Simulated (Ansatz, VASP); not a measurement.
## TiO2: VASP beside Ansatz

INCAR

```
PREC = Accurate
ENCUT = 520
EDIFF = 1E-7
ISMEAR = 0
SIGMA = 0.05
LREAL = False
LASPH = True
NELM = 150
ALGO = Normal
ISIF = 2
LWAVE = False
LCHARG = True
LMAXMIX = 4
LDAU = True
LDAUTYPE = 2
LDAUL = 2 -1
LDAUU = 4 0
LDAUJ = 0 0
LDAUPRINT = 1
GGA = PE
LELF = True
LVHAR = True
NBANDS = 33
```

Contents of KPOINTS:

```
Automatic mesh
0
Gamma
  8 8 8
```

The input POSCAR:

```
TiO2
1.0
   -1.7961012887      1.7961012887      5.5219338020
    1.7961012887     -1.7961012887      5.5219338020
    1.7961012887      1.7961012887     -5.5219338020
Ti O
2 4
Direct
    0.0000000000      0.0000000000      0.0000000000
    0.7500000000      0.2500000000      0.5000000000
    0.2001152117      0.2001152117      0.0000000000
    0.9501152117      0.4501152117      0.5000000000
    0.5498847883      0.0498847883      0.5000000000
    0.7998847883      0.7998847883      0.0000000000
```

Input for Ansatz:

```yaml
crystal:
  lattice:
    - [-1.7961012887, 1.7961012887, 5.521933802]
    - [1.7961012887, -1.7961012887, 5.521933802]
    - [1.7961012887, 1.7961012887, -5.521933802]
  atoms:
    - { symbol: Ti, position: [0.0, 0.0, 0.0] }
    - { symbol: Ti, position: [0.75, 0.25, 0.5] }
    - { symbol: O, position: [0.2001152117, 0.2001152117, 0.0] }
    - { symbol: O, position: [0.9501152117, 0.4501152117, 0.5] }
    - { symbol: O, position: [0.5498847883, 0.0498847883, 0.5] }
    - { symbol: O, position: [0.7998847883, 0.7998847883, 0.0] }
basis:
  ecutwfc: 520.0
kpoints:
  mp_grid: { grid: [8, 8, 8] }
hamiltonian:
  xc: pbe
  pseudopotentials: { kind: paw, azcp: { folder: soft_1 } }
  hubbard: { sites: [{ species: Ti, l: d, u_eff: 4.0 }] }
scf:
  occupations: { method: gaussian, width: 0.05 }
output:
  forces: true
  stress: true
  eigenvalues: true
```

Alike in both runs: task single point; functional PBE; k mesh 8 × 8 × 8; occupations gaussian, width 0.05 eV; no spin polarisation; Hubbard terms Ti d U = 4.0 eV.

|  | VASP | Ansatz |
| --- | --- | --- |
| version | VASP 6.6.1 | Ansatz 0.2.0 |
| potentials or method | VASP PAW PBE potentials, release 64 (Ti_sv, O), cutoff 520 eV | scalar-relativistic, plane waves, PAW |
| valence electrons in the cell | 48 | 48 |

|  | VASP | Ansatz | Ansatz less VASP |
| --- | --- | --- | --- |
| gap on the k mesh at the Fermi level (eV) | 3.01 | 2.90 | -0.104 |
| least direct gap on the mesh (eV) | 3.18 | 3.17 | -0.011 |
| pressure (GPa) | 10.6 | 5.8 | -4.74 |
| traceless stress, the component that is largest in VASP (GPa) | -17.95 | -15.09 | +2.859 |
| rms of the force components (eV/Å) | 0.398 | 0.367 | -0.0307 |

The programs project onto different local orbitals, so the same U acts differently, and such runs can settle in different states. Atom by atom the forces differ by 0.031 eV/Å (rms over components).
